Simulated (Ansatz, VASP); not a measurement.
**Pb in VASP and in Ansatz**

The input INCAR:

```
SYSTEM = Pb
PREC     = Accurate       ! precision mode
ENCUT    = 520            ! plane-wave cutoff, eV
EDIFF    = 1E-6           ! SCF threshold, eV
ISMEAR   = -1             ! smearing method
SIGMA    = 0.05           ! smearing width, eV
LREAL    = .FALSE.        ! projectors in reciprocal space
LASPH    = .TRUE.         ! aspherical terms in the spheres
NELM     = 100            ! most SCF steps
ALGO     = Normal         ! electronic algorithm
ISIF     = 2              ! what is computed and relaxed
LWAVE    = .FALSE.        ! write WAVECAR
LCHARG   = .FALSE.        ! write CHGCAR
NBANDS   = 13             ! bands
```

KPOINTS

```
Automatic mesh
0
G
  15 15 15
  0 0 0
```

File POSCAR:

```
Pb
1.0
    0.0000000000      2.3380072568      2.3380072568
    2.3380072568      0.0000000000      2.3380072568
    2.3380072568      2.3380072568      0.0000000000
Pb
1
Direct
    0.0000000000      0.0000000000      0.0000000000
```

Input for Ansatz:

```yaml
crystal:
  lattice:
    - [0.0, 2.3380072568, 2.3380072568]
    - [2.3380072568, 0.0, 2.3380072568]
    - [2.3380072568, 2.3380072568, 0.0]
  atoms:
    - { symbol: Pb, position: [0.0, 0.0, 0.0] }
kpoints:
  mp_grid: { grid: [15, 15, 15] }
scf:
  occupations: { method: fermi_dirac, width: 0.05 }
hamiltonian:
  xc: lda
  pseudopotentials: { kind: all_electron, lapw: { basis_error: 0.001 } }
output:
  forces: true
  stress: true
  eigenvalues: true
  populations: true
```

Change from the starting cell: volume scaled by 0.88, LAPW.

Alike in both runs: task single point; functional LDA; k mesh 15 × 15 × 15; occupations fermi-dirac, width 0.05 eV; no spin polarisation.

|  | VASP | Ansatz |
| --- | --- | --- |
| version | VASP 6.6.1 | Ansatz 0.2.0 |
| potentials or method | VASP PAW LDA potentials, release 64 (Pb_d), cutoff 520 eV | all-electron LAPW, scalar-relativistic |

```tsv
	VASP	Ansatz	Ansatz less VASP
pressure (GPa)	9.3	9.2	-0.15
```

LDA's correlation is that of Perdew and Zunger in VASP and of Perdew and Wang (1992) in Ansatz. Ansatz ran all-electron here, and VASP with PAW potentials.

Spin-orbit coupling is off throughout.
